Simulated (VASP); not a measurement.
Set up this calculation in VASP 6.6.1, as the native input.

- Task: single point
- Functional: PBE
- Potentials or basis: VASP PAW PBE potentials, release 64 (Sn_d)
- Cutoff: 520 eV
- k mesh: 5 × 5 × 5
- Occupations: fermi-dirac, width 0.05 eV
- Spin: non-collinear spin, zero start, spin-orbit coupling
- Starting moments: [[0.0, 0.0, 0.0], [0.0, 0.0, 0.0]] μB
- Dipole correction: no
- Further INCAR settings: ALGO = Normal; EDIFF = 1e-06; NBANDS = 40

The structure of Sn lies in POSCAR:

```
Sn
1.0
    0.0000000000      3.3331688843      3.3331688843
    3.3331688843      0.0000000000      3.3331688843
    3.3331688843      3.3331688843      0.0000000000
Sn
2
Direct
    0.7500000000      0.7500000000      0.7500000000
    0.5000000000      0.5000000000      0.5000000000
```

These files were run (other wordings do the same):

INCAR

```
PREC     = Accurate       # precision mode
ENCUT    = 520            # plane-wave cutoff, eV
EDIFF    = 1E-6           # SCF threshold, eV
ISMEAR   = -1             # smearing method
SIGMA    = 0.05           # smearing width, eV
LREAL    = F              # projectors in reciprocal space
LASPH    = T              # aspherical terms in the spheres
NELM     = 150            # most SCF steps
ALGO     = Normal         # electronic algorithm
ISIF     = 2              # what is computed and relaxed
LWAVE    = F              # write WAVECAR
LCHARG   = F              # write CHGCAR
MAGMOM   = 0 0 0 0 0 0    # initial moments
LORBIT   = 11             # projections on sites
LSORBIT  = T              # spin-orbit coupling
GGA_COMPAT= F            
LORBMOM  = T            
GGA      = PE             # functional
NBANDS   = 40             # bands
```

KPOINTS

```
Automatic mesh
0
Gamma
  5 5 5
```

Potentials or basis: VASP PAW PBE potentials, release 64 (Sn_d).

Launch:

```sh
$ cat potpaw_PBE.64/Sn_d/POTCAR > POTCAR
$ mpirun -np 1 vasp_ncl > vasp.out
```

Results of the run:

The pressure is 0.0 GPa. The net moment is 0.00 μB per cell and the valence electrons inside the program's atomic spheres are Sn 12.28.

Wall time 3.8 min on 1 thread of AMD EPYC 7R13 (shared host), peak memory 0.35 GiB.
